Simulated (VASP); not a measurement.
A run of VASP 6.6.1 is set up as follows.

The input INCAR:

```
SYSTEM = Mg16O17
ALGO = Normal ; EDIFF = 1E-6
ENCUT = 520 ; GGA = PE
ISIF = 2 ; ISMEAR = -1
LASPH = .True. ; LCHARG = .False.
LREAL = Auto ; LWAVE = .False.
NBANDS = 89 ; NELM = 100
PREC = Accurate ; SIGMA = 0.01
```

File KPOINTS:

```
Automatic mesh
0
Gamma
  1 1 1
  0.25 0.25 0.25
```

The input POSCAR:

```
Mg16O17
1.0
   -4.2543812300      4.2543812300      4.2543812300
    4.2543812300     -4.2543812300      4.2543812300
    4.2543812300      4.2543812300     -4.2543812300
Mg O
16 17
Direct
   -0.0092627507      0.0145645018      0.0150696575
   -0.0080274481      0.2496962618      0.7502060060
   -0.0066597600      0.4848054116      0.4852911443
   -0.0079501145      0.7496686797      0.2501885880
    0.2582053574      0.0145436707      0.7502124144
    0.2417829941      0.2490007061      0.4999745492
    0.2417281603      0.4993507060      0.2494303172
    0.2582349471      0.7497000564      0.0151248213
    0.4919971621     -0.0000624817      0.4997384352
    0.4920512467      0.2496597571      0.2502000994
    0.4920343265      0.4992629453      0.0004740389
    0.4920612228      0.7496713782      0.7501972130
    0.7425280578      0.0001206458      0.2509723741
    0.7424199785      0.2503698404      0.0006313077
    0.7258910185      0.4850259045      0.7502032595
    0.7258577318      0.7496772894      0.4852804995
   -0.0079561690     -0.0016311371      0.5014918277
   -0.0080258253      0.2496237244      0.2501372201
   -0.0078822789      0.5010439911     -0.0011042474
    0.0893477036      0.7496032217      0.7502143407
    0.2407564151     -0.0016506380      0.2475769308
    0.2407442097      0.2470677337     -0.0010987226
    0.2483890191      0.4903000906      0.7502003632
    0.2483852607      0.7496692831      0.4907233398
    0.5078477927      0.0091511049      0.0096616923
    0.4919585047      0.2498310958      0.7501968684
    0.4762380484      0.4902884875      0.4908600309
    0.4920537869      0.7496818578      0.2502430289
    0.7355585396      0.0090828473      0.7501935286
    0.7434237293      0.2523518117      0.5015111954
    0.7433496455      0.5009788660      0.2528013683
    0.7356111350      0.7496651671      0.0095556703
    0.8949757979      0.7497940605      0.7501877069
```

Potentials or basis: VASP PAW PBE potentials, release 64 (Mg, O).

Run with:

```console
$ cat potpaw_PBE.64/Mg/POTCAR potpaw_PBE.64/O/POTCAR > POTCAR
$ mpirun -np 1 vasp_std > vasp.out
```

Predict the band gap on the k mesh.

5.40 eV.

Estimate the largest force.

0.265 eV/Å.

Predict the pressure.

6.5 GPa.

Forces in eV/Å, atoms in the order of the input:
```
Mg  -0.003 -0.006 -0.007
Mg  -0.001  0.000  0.004
Mg   0.001  0.011  0.009
Mg   0.000 -0.001  0.000
Mg  -0.010  0.009 -0.002
Mg   0.001 -0.008  0.002
Mg   0.004  0.004 -0.006
Mg  -0.012 -0.002  0.010
Mg   0.010  0.003  0.002
Mg   0.001  0.000  0.000
Mg   0.005 -0.003  0.001
Mg   0.004 -0.004 -0.002
Mg  -0.002 -0.006 -0.005
Mg  -0.002 -0.009  0.003
Mg   0.001 -0.001 -0.009
Mg   0.008  0.007 -0.008
O    0.002 -0.003  0.001
O    0.002  0.005  0.004
O    0.002  0.001 -0.009
O   -0.142  0.140  0.152
O    0.006  0.002  0.000
O    0.004 -0.002  0.002
O   -0.005  0.005 -0.003
O   -0.003  0.000  0.002
O    0.000  0.003  0.001
O   -0.010  0.011 -0.002
O   -0.006 -0.002  0.004
O   -0.003 -0.002  0.003
O   -0.003  0.003  0.005
O   -0.002 -0.003 -0.007
O   -0.002 -0.004  0.000
O    0.001  0.007  0.002
O    0.155 -0.155 -0.148
```

Caveat: the k points lie up to 1.04 Å⁻¹ apart.
